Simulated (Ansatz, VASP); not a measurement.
# Two plane-wave programs on Li2Pd

```
Li Pd
1.0
     4.12081    0.00000    0.00000
    -2.06040    3.56872    0.00000
     0.00000    0.00000    2.62676
Li Pd
2 1
Direct
  0.33333 0.66667 0.50000
  0.66667 0.33333 0.50000
  0.00000 0.00000 0.00000
```

Alike in both runs: task relaxation of cell and atoms; functional LDA; k mesh 12 × 12 × 16; occupations fermi-dirac, width 0.15 eV; no spin polarisation.

|  | VASP | Ansatz |
| --- | --- | --- |
| version | VASP 6.6.1 | Ansatz 0.2.0 |
| potentials or method | VASP PAW LDA potentials, release 64 (Li_sv, Pd), cutoff 600 eV | scalar-relativistic, plane waves, PAW |
| valence electrons in the cell | 16 | 24 |

|  | VASP | Ansatz | Ansatz less VASP |
| --- | --- | --- | --- |
| gap on the k mesh at the Fermi level, each at its own relaxed structure (eV) | none | none | - |
| relaxed volume (Å³/atom) | 12.88 | 12.89 | +0.008 |
| relaxed length of the cell vector where the two differ most in proportion (Å) | 4.120 | 4.121 | +0.0011 |

LDA's correlation is that of Perdew and Zunger in VASP and of Perdew and Wang (1992) in Ansatz. A gap of «none» marks a metal or a gap that the smearing closes. VASP's potentials hold 16 valence electrons a cell and Ansatz's 24, so a difference there can come from the potentials and not from the codes.

Noted on VASP's run: the cutoff is under 1.25 times that of the potentials, so the pressure is a little rough.
